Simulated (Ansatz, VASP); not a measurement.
## Re: VASP beside Ansatz

```
Re
1.0
     2.73919    0.00000    0.00000
    -1.36959    2.37221    0.00000
     0.00000    0.00000    4.41187
Re
2
Cartesian
  0.0000 1.5815 1.1030
  1.3696 0.7907 3.3089
```

Alike in both runs: task single point; functional LDA; k mesh 13 × 13 × 7; occupations fermi-dirac, width 0.1 eV; non-collinear spin, spin-orbit coupling.

|  | VASP | Ansatz |
| --- | --- | --- |
| version | VASP 6.6.1 | Ansatz 0.2.0 |
| potentials or method | VASP PAW LDA potentials, release 64 (Re), cutoff 520 eV | plane waves (420 eV) with PAW, fully relativistic with spin-orbit coupling |
| valence electrons in the cell | 14 | 30 |

|  | VASP | Ansatz | Ansatz less VASP |
| --- | --- | --- | --- |
| net moment per atom (μB) | 0.00 | 0.00 | 0.000 |

Ansatz warns that its potentials were made for another functional, while VASP's fit it. LDA's correlation is that of Perdew and Zunger in VASP and of Perdew and Wang (1992) in Ansatz. VASP's potentials hold 14 valence electrons a cell and Ansatz's 30, so a difference there can come from the potentials and not from the codes.
